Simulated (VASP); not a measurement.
# In11Ga5As5P11 (P1) in VASP: single point with PBEsol

Aim: the single point of In11Ga5As5P11 with PBEsol.

Everything below comes from runs of VASP 6.6.1. Logs are shortened: lines on timing, memory, paths and dates and some standing lists are left out, and cuts for length are marked.

## (1) The cell of the first run

The typed cell holds 64 atoms: a = 11.609 Å, b = 11.609 Å, c = 11.609 Å, α = 90.00°, β = 90.00°, γ = 90.00°.

## (2) Single point, PBEsol

INCAR reads:

```
PREC     = Accurate       # precision mode
ENCUT    = 500            # plane-wave cutoff, eV
EDIFF    = 1E-6           # SCF threshold, eV
ISMEAR   = -1             # smearing method
SIGMA    = 0.05           # smearing width, eV
LREAL    = Auto         
LASPH    = True           # aspherical terms in the spheres
NELM     = 120            # most SCF steps
ALGO     = Normal         # electronic algorithm
ISIF     = 2              # what is computed and relaxed
LWAVE    = False          # write WAVECAR
LCHARG   = True           # write CHGCAR
GGA      = PS             # functional
LELF     = True           # ELF
LVHAR    = True         
NBANDS   = 326            # bands
ISYM     = -1           
GGA_COMPAT= False
```

KPOINTS reads:

```
explicit points
1
Reciprocal
  0.25000000   0.25000000   0.25000000 1
```

POSCAR reads:

```
In11Ga5As5P11
1.0
   11.6092124150      0.0000000000      0.0000000000
    0.0000000000     11.6092124150      0.0000000000
    0.0000000000      0.0000000000     11.6092124150
In Ga As P
22 10 10 22
Direct
    0.9996440000      0.9994150000      0.0038410000
    0.9920500000      0.5011670000      0.4962530000
    0.4987030000      0.0022560000      0.0008180000
    0.5016850000      0.4991260000      0.0077620000
    0.2512580000      0.2512530000      0.4985370000
    0.2544860000      0.7509250000      0.0077950000
    0.2544030000      0.7523100000      0.4985980000
    0.7498040000      0.2560290000      0.0071020000
    0.7495430000      0.7449580000      0.0043080000
    0.2531200000      0.9944470000      0.2521450000
    0.2583480000      0.0063800000      0.7464960000
    0.2552410000      0.4984920000      0.2513090000
    0.2469270000      0.4970560000      0.7518660000
    0.7460280000      0.9988500000      0.2585650000
    0.7425520000      0.0015460000      0.7409040000
    0.7498030000      0.5006540000      0.7418960000
    0.9951100000      0.2560980000      0.2529840000
    0.9991160000      0.2559760000      0.7493590000
    0.9920190000      0.7502360000      0.2559400000
    0.9976720000      0.7438690000      0.7471670000
    0.5053060000      0.2552220000      0.2515140000
    0.5069370000      0.7527750000      0.7398540000
    0.9918170000      0.9992440000      0.4924650000
    0.9946100000      0.4949590000      0.0009170000
    0.5080500000      0.9964780000      0.5007780000
    0.5111210000      0.5033240000      0.4932970000
    0.2531100000      0.2562200000      0.9937660000
    0.7450240000      0.2500750000      0.4993130000
    0.7407700000      0.7454440000      0.4901170000
    0.7481950000      0.5035220000      0.2544080000
    0.4995000000      0.2451870000      0.7427380000
    0.5047730000      0.7469180000      0.2572650000
    0.1340470000      0.1338320000      0.1208160000
    0.1152610000      0.1185920000      0.6162240000
    0.1156570000      0.6182580000      0.1227880000
    0.3892620000      0.3791070000      0.6212260000
    0.8682410000      0.8688340000      0.6075570000
    0.3862840000      0.1179090000      0.3809020000
    0.3796180000      0.6274020000      0.8730680000
    0.8711010000      0.1253570000      0.8746800000
    0.1288130000      0.8749780000      0.8726140000
    0.6179990000      0.3689490000      0.8661130000
    0.1252580000      0.6216870000      0.6202760000
    0.6264470000      0.1251340000      0.1281060000
    0.6172700000      0.1302500000      0.6147160000
    0.6250320000      0.6240200000      0.1415070000
    0.6276050000      0.6257580000      0.6094660000
    0.3699280000      0.3671150000      0.1202140000
    0.3869710000      0.8660420000      0.1359670000
    0.3849800000      0.8840090000      0.6172390000
    0.8706650000      0.3910050000      0.1299630000
    0.8668210000      0.3676410000      0.6154940000
    0.8710770000      0.8766500000      0.1285430000
    0.3770010000      0.1397540000      0.8729160000
    0.3887130000      0.6238080000      0.3750710000
    0.8702350000      0.1280610000      0.3853890000
    0.8584840000      0.6252470000      0.3744730000
    0.8780330000      0.6145690000      0.8795060000
    0.1251110000      0.3783130000      0.3761420000
    0.1219780000      0.3759510000      0.8867940000
    0.1167190000      0.8797010000      0.3799440000
    0.6346970000      0.3814990000      0.3783990000
    0.6183210000      0.8681400000      0.3809130000
    0.6257940000      0.8739660000      0.8748010000
```

Potentials or basis: VASP PAW PBE potentials, release 64 (In_d, Ga_d, As, P).

The run is started by

```console
cat potpaw_PBE.64/In_d/POTCAR potpaw_PBE.64/Ga_d/POTCAR potpaw_PBE.64/As/POTCAR potpaw_PBE.64/P/POTCAR > POTCAR
mpirun -np 1 vasp_std > vasp.out
```

OUTCAR:

```text
PREC = Accurate
   ENCUT = 500
   EDIFF = 1E-6
   ISMEAR = -1
   LREAL = Auto
   LASPH = True
   NELM = 120
   ISIF = 2
   GGA = PS
   ISYM = -1

 ion  position               nearest neighbor table
   1  1.000  0.999  0.004-  53 2.52  40 2.57  41 2.58  33 2.59
   2  0.992  0.501  0.496-  59 2.52  43 2.53  52 2.54  57 2.55  16 4.01  17 4.01  19 4.02
   3  0.499  0.002  0.001-  44 2.53  64 2.56  49 2.58  54 2.60
   4  0.502  0.499  0.008-  48 2.53  46 2.56  39 2.58  42 2.61  21 4.00  12 4.02
   5  0.251  0.251  0.499-  59 2.52  38 2.59  34 2.59  36 2.61
   6  0.254  0.751  0.008-  49 2.52  39 2.57  41 2.58  35 2.60  10 4.00
   7  0.254  0.752  0.499-  50 2.56  43 2.56  61 2.58  55 2.59  10 4.01
   8  0.750  0.256  0.007-  44 2.52  51 2.54  40 2.58  42 2.60  21 4.01
   9  0.750  0.745  0.004-  53 2.53  64 2.56  46 2.57  58 2.57
  10  0.253  0.994  0.252-  49 2.54  61 2.55  38 2.58  33 2.62   6 4.00   7 4.01
  11  0.258  0.006  0.746-  50 2.54  54 2.54  41 2.59  34 2.60
  12  0.255  0.498  0.251-  59 2.52  48 2.53  55 2.57  35 2.60   4 4.02
  13  0.247  0.497  0.752-  43 2.53  60 2.56  39 2.58  36 2.63  18 4.01
  14  0.746  0.999  0.259-  44 2.52  53 2.53  56 2.55  63 2.55
  15  0.743  0.002  0.741-  64 2.54  45 2.55  40 2.59  37 2.63  22 3.98
  16  0.750  0.501  0.742-  52 2.53  47 2.55  58 2.55  42 2.60   2 4.01
  17  0.995  0.256  0.253-  59 2.52  51 2.57  56 2.58  33 2.64   2 4.01
  18  0.999  0.256  0.749-  52 2.54  60 2.55  40 2.57  34 2.60  13 4.01
  19  0.992  0.750  0.256-  53 2.51  57 2.53  61 2.54  35 2.61   2 4.02
[... 43 lines left out ...]
  63  0.618  0.868  0.381-  29 2.38  32 2.40  25 2.41  14 2.55
  64  0.626  0.874  0.875-  22 2.52  15 2.54   3 2.56   9 2.56

IMPORTANT INFORMATION: All symmetrisations will be switched off!
NOSYMM: (Re-)initialisation of all symmetry stuff for point group C_1.

----------------------------------------------------------------------------------------

                                     Primitive cell

  volume of cell :    1564.6178

  direct lattice vectors                    reciprocal lattice vectors
    11.609212415  0.000000000  0.000000000     0.086138488  0.000000000  0.000000000
     0.000000000 11.609212415  0.000000000     0.000000000  0.086138488  0.000000000
     0.000000000  0.000000000 11.609212415     0.000000000  0.000000000  0.086138488

  length of vectors
    11.609212415 11.609212415 11.609212415     0.086138488  0.086138488  0.086138488

  position of ions in fractional coordinates (direct lattice)
     0.999644000  0.999415000  0.003841000
     0.992050000  0.501167000  0.496253000
     0.498703000  0.002256000  0.000818000
     0.501685000  0.499126000  0.007762000
     0.251258000  0.251253000  0.498537000
     0.254486000  0.750925000  0.007795000
[... 56 lines left out ...]
     0.618321000  0.868140000  0.380913000
     0.625794000  0.873966000  0.874801000

  ion indices of the primitive-cell ions
[... 105 lines left out ...]
   PSTRESS=    0.0 pullay stress
   NELECT =     576.0000    total number of electrons
   NUPDOWN=      -1.0000    fix difference up-down
   EMIN   =  10.00;   EMAX   =-10.00  energy-range for DOS
   EFERMI =   0.00;   METHOD = LEGACY
   ISMEAR =    -1;   SIGMA  =   0.05  broadening in eV -4-tet -1-fermi 0-gaus
   EFERMI_NEDOS =   21; number of points for ismear=-14 and -15
   IALGO  =     38    algorithm
   IMIX   =      4    mixing-type and parameters
     AMIX     =   0.40;   BMIX     =  1.00
     AMIX_MAG =   1.60;   BMIX_MAG =  1.00
  volume/ion in A,a.u.               =      24.45       164.98
  Fermi-wavevector in a.u.,A,eV,Ry     =   1.173310  2.217235 18.730558  1.376657
  Thomas-Fermi vector in A             =   2.309725
   LORBIT       =      0    0 simple, 1 ext, 2 COOP (PROOUT), +10 PAW based schemes
   GGA     = PS    functional components
   LHFCALC =     F    Hartree Fock is set to
   AEXX    =    0.0000 exact exchange contribution
   IVDW    =     0    specifies the selected vdW correction
   LEPSILON=     F    determine dielectric tensor
   LRPA    =     F    only Hartree local field effects (RPA)
 non-spin polarized calculation
  energy-cutoff  :      500.00
  volume of cell :     1564.62
 maximum number of plane-waves:     39696
 NGX is ok and might be reduce to    84
   NGX = 43   NGY = 43   NGZ = 43

 number of electron     575.9999998 magnetization

 Free energy of the ion-electron system (eV)
  ---------------------------------------------------
  ext. energy  EPLUGINS =         0.00000000
  ---------------------------------------------------
  free energy    TOTEN  =      -291.97340855 eV

  energy without entropy =     -291.97339024  energy(sigma->0) =     -291.97339939

 E-fermi :   5.2111     XC(G=0):  -9.5557

 val. band max:        4.5998893236   @ k =   0.2500   0.2500   0.2500
 cond. band min:       5.8050163392   @ k =   0.2500   0.2500   0.2500
 fundamental gap:      1.2051270156
 Fermi energy:         5.2111340374

 k-point     1 :       0.2500    0.2500    0.2500
  band No.  band energies     occupation
      1     -10.0581      2.00000
      2     -10.0476      2.00000
      3     -10.0422      2.00000
      4     -10.0382      2.00000
      5     -10.0315      2.00000
      6     -10.0308      2.00000
[... 292 lines left out ...]
    299       6.8881      0.00000
    300       7.0206      0.00000
 [bands above 300 left out]

------------------------ aborting loop because EDIFF is reached ----------------------------------------

  FORCE on cell =-STRESS in cart. coord.  units (eV):
  Direction    XX          YY          ZZ          XY          YZ          ZX
  --------------------------------------------------------------------------------------
  -------------------------------------------------------------------------------------
  Total        0.1346262     -0.1745723      0.4454499     -3.9684021     -4.9562692     -4.1553769
  in kB        0.1378579     -0.1787630      0.4561432     -4.0636658     -5.0752472     -4.2551290
  external PRESSURE =       0.1384127 kB  Pullay stress =       0.0000000 kB

 VOLUME and BASIS-vectors are now :
 -----------------------------------------------------------------------------
  energy-cutoff  :      500.00
  volume of cell :     1564.62
      direct lattice vectors                 reciprocal lattice vectors
    11.609212415  0.000000000  0.000000000     0.086138488  0.000000000  0.000000000
     0.000000000 11.609212415  0.000000000     0.000000000  0.086138488  0.000000000
     0.000000000  0.000000000 11.609212415     0.000000000  0.000000000  0.086138488

 POSITION                                       TOTAL-FORCE (eV/Angst)
 -----------------------------------------------------------------------------------
     11.60508     11.60242      0.04459        -0.007658     -0.006826      0.008815
     11.51692      5.81815      5.76111        -0.003500     -0.001269      0.001009
      5.78955      0.02619      0.00950         0.003786      0.002556      0.002228
      5.82417      5.79446      0.09011        -0.001471     -0.000344      0.011331
      2.91691      2.91685      5.78762        -0.005329      0.006203     -0.011507
      2.95438      8.71765      0.09049         0.009381      0.008775      0.010501
[... 56 lines left out ...]
      7.17822     10.07842      4.42210        -0.003253     -0.007162      0.003865
      7.26498     10.14606     10.15575         0.000735     -0.004623     -0.006570
 -----------------------------------------------------------------------------------
    total drift:                                0.011334      0.045530      0.020804

  FREE ENERGIE OF THE ION-ELECTRON SYSTEM (eV)
  ---------------------------------------------------
  free  energy   TOTEN  =      -291.9734085463 eV

  energy  without entropy=     -291.9733902394  energy(sigma->0) =     -291.97339939
```

Run time: 30 min. Hardware: 1 thread of Intel Xeon Platinum 8259CL at 2.50GHz (Skylake/Cascade Lake), shared host; peak memory 1.5 GiB.

What came out:

* Free energy: -291.9734 eV
* Pressure: 0.0 GPa
* Largest force: 0.021 eV/Å
* Band gap on the k mesh: 1.21 eV

Forces in eV/Å, atoms in the order of the input:
```
In  -0.008 -0.007  0.009
In  -0.004 -0.001  0.001
In   0.004  0.003  0.002
In  -0.001  0.000  0.011
In  -0.005  0.006 -0.012
In   0.009  0.009  0.011
In   0.000  0.002  0.004
In   0.000  0.003  0.021
In  -0.002  0.006 -0.005
In   0.002 -0.011  0.005
In   0.010  0.002  0.001
In   0.007 -0.005  0.007
In  -0.010  0.000  0.000
In  -0.002  0.000 -0.004
In  -0.005 -0.001  0.004
In   0.008  0.004 -0.004
In  -0.002  0.007  0.009
In   0.004  0.009  0.001
In  -0.013  0.004  0.005
In   0.005 -0.011 -0.001
In   0.003  0.001  0.002
In   0.007  0.011 -0.007
Ga   0.004  0.004 -0.012
Ga  -0.007 -0.007 -0.007
Ga   0.006 -0.007  0.010
Ga   0.006  0.006 -0.002
Ga   0.008  0.007 -0.006
Ga   0.001 -0.002  0.004
Ga  -0.008 -0.008 -0.006
Ga   0.003 -0.001 -0.002
Ga  -0.001 -0.014 -0.002
Ga  -0.001  0.002 -0.001
As   0.002  0.000 -0.002
As  -0.004 -0.005 -0.005
As  -0.002 -0.002 -0.002
As   0.002  0.005  0.000
As  -0.002  0.001  0.005
As   0.001  0.003 -0.002
As   0.000 -0.001 -0.001
As   0.000 -0.001 -0.001
As   0.001 -0.001  0.001
As   0.000 -0.003 -0.001
P    0.000 -0.003 -0.008
P    0.000  0.002  0.000
P   -0.002 -0.004 -0.003
P    0.003  0.001  0.003
P   -0.002 -0.001 -0.013
P   -0.004 -0.001 -0.009
P   -0.003 -0.004  0.006
P    0.008  0.003 -0.003
P   -0.004  0.007 -0.002
P   -0.004 -0.001 -0.001
P    0.001 -0.002 -0.001
P   -0.003  0.000 -0.006
P    0.005  0.004 -0.004
P   -0.004  0.001  0.001
P   -0.003  0.003 -0.002
P    0.000 -0.003  0.006
P    0.002  0.000 -0.004
P   -0.001 -0.004  0.003
P   -0.006  0.004  0.006
P    0.004  0.004  0.004
P   -0.003 -0.007  0.004
P    0.001 -0.005 -0.007
```

Caveat: the PAW data sets were made with another functional, which shifts forces and pressure a little; spin-orbit coupling is left out, which moves the levels of the heavy elements; a shifted mesh leaves out Γ, where band edges can lie.
